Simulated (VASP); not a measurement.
Set up this calculation in VASP 6.6.1, as the native input.

- Task: relaxation of cell and atoms
- Functional: PBE
- Potentials or basis: VASP PAW PBE potentials, release 64 (Ge_d)
- Cutoff: 600 eV
- k mesh: 19 × 19 × 19
- Occupations: fermi-dirac, width 0.05 eV
- Spin: no spin polarisation
- Target pressure: 220 GPa
- Dipole correction: no
- Further INCAR settings: ALGO = Normal; EDIFF = 1e-07; IBRION = 2; EDIFFG = -0.005; NSW = 60; ISIF = 3

The structure of Ge lies in POSCAR:

```
Ge
1.0
   -2.0654795071      2.0654795071      1.1360137289
    2.0654795071     -2.0654795071      1.1360137289
    2.0654795071      2.0654795071     -1.1360137289
Ge
2
Direct
   -0.3750000000     -0.1250000000     -0.2500000000
    0.3750000000      0.1250000000      0.2500000000
```

These files were run (other wordings do the same):

INCAR

```
SYSTEM = Ge
  PREC = Accurate
  ENCUT = 600
  EDIFF = 1E-7
  ISMEAR = -1
  SIGMA = 0.05
  LREAL = .False.
  LASPH = .True.
  NELM = 80
  ALGO = Normal
  ISIF = 3
  LWAVE = .False.
  LCHARG = .False.
  GGA = PE
  IBRION = 2
  NSW = 60
  EDIFFG = -0.005
  PSTRESS = 2200.0
```

KPOINTS

```
regular mesh
0
Gamma
  19 19 19
  0 0 0
```

Potentials or basis: VASP PAW PBE potentials, release 64 (Ge_d).

Launch:

```bash
$ cat potpaw_PBE.64/Ge_d/POTCAR > POTCAR
$ mpirun -np 1 vasp_std > vasp.out
```

It gave:

```
Relaxed volume                                             : 9.85 Å³/atom
Relaxed cell                                               : a = 3.158 Å, b = 3.158 Å, c = 3.158 Å, α = 97.40°, β = 97.40°, γ = 137.95°
Space group after relaxing (to 0.1 Å)                      : I4_1/amd (No. 141)
Energy change on relaxing (the run minimises the enthalpy) : -223.1 meV/atom
Ionic steps                                                : 7
Pressure after relaxing                                    : 220.0 GPa
Band gap on the k mesh                                     : zero (bands 14 and 15 overlap by 10.65 eV)
```

Caveat: the cell is relaxed towards a set pressure, so the run minimises the enthalpy, not the energy.

Wall time 13 min on 1 thread of AMD EPYC 9R45 96-Core Processor (Zen 5), with other jobs on the host, peak memory 0.3 GiB.
